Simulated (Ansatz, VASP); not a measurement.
**One calculation of HfN, two programs**

```
CELL_PARAMETERS angstrom
0.00000 2.45482 2.45482
2.45482 0.00000 2.45482
2.45482 2.45482 0.00000
ATOMIC_POSITIONS crystal
Hf 0.00000 0.00000 0.00000
N 0.75000 0.75000 0.75000
```

Alike in both runs: task single point; functional PBEsol; dispersion D3(BJ); k mesh 11 × 11 × 11; occupations fermi-dirac, width 0.05 eV; no spin polarisation.

```csv
,VASP,Ansatz
version,VASP 6.6.1,Ansatz 0.2.0
potentials or method,"VASP PAW PBE potentials, release 64 (Hf_pv, N)","plane waves, PAW"
plane-wave cutoff (eV),520,420
valence electrons in the cell,15,31
```

```csv
,VASP,Ansatz,Ansatz less VASP
gap on the k mesh at the Fermi level (eV),none,none,-
pressure (GPa),-9.2,-8.3,+0.92
```

VASP's potentials were made for PBE, not for PBEsol. A gap of «none» marks a metal or a gap that the smearing closes. VASP's potentials hold 15 valence electrons a cell and Ansatz's 31, so a difference there can come from the potentials and not from the codes.

Neither program's run includes spin-orbit coupling.
